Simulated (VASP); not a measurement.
SiC (Moissanite): single point with r2SCAN

SiC (Moissanite):

```
Si C
1.0
     3.11648    0.00000    0.00000
    -1.55824    2.69895    0.00000
     0.00000    0.00000    5.11443
Si C
2 2
Direct
  0.66667 0.33333 0.50000
  0.33333 0.66667 0.00000
  0.66667 0.33333 0.88500
  0.33333 0.66667 0.38500
```

```json
{
  "Program": "VASP 6.6.1",
  "Task": "single point",
  "Functional": "r2SCAN",
  "Potentials or basis": "VASP PAW PBE potentials, release 64 (Si, C)",
  "Cutoff": "520 eV",
  "k mesh": "10 × 10 × 5",
  "Occupations": "fermi-dirac, width 0.05 eV",
  "Spin": "no spin polarisation",
  "Dipole correction": "no",
  "Further INCAR settings": "ALGO = Normal; EDIFF = 1e-07; NBANDS = 16"
}
```

The pressure is -8.3 GPa, the largest force is 0.712 eV/Å and the band gap on the k mesh is 2.91 eV, indirect (least direct gap 4.49 eV).

Forces in eV/Å, atoms in the order of the input:
```
Si   0.000  0.000  0.712
Si   0.000  0.000  0.712
C    0.000  0.000 -0.712
C    0.000  0.000 -0.712
```

Stress tensor (GPa, compression positive):
```
-7.40  0.00  0.00
 0.00 -7.40  0.00
 0.00  0.00 -9.97
```

Levels at points of the mesh, in eV from the valence-band top:
```
           k point  band 6  band 7  band 8  band 9  band 10  band 11
(0.00, 0.00, 0.00)   -0.30   -0.30    0.00    4.82     6.13     6.77
(0.50, 0.00, 0.00)   -3.64   -3.23   -1.56    2.94     4.56     6.99
```

Run time: 110 s on 1 thread of AMD EPYC 9R45 96-Core Processor (Zen 5), on a shared host, peak memory 0.14 GiB.

Caveat: the PAW data sets were made with another functional, which shifts forces and pressure a little. A k mesh can miss the band edges.
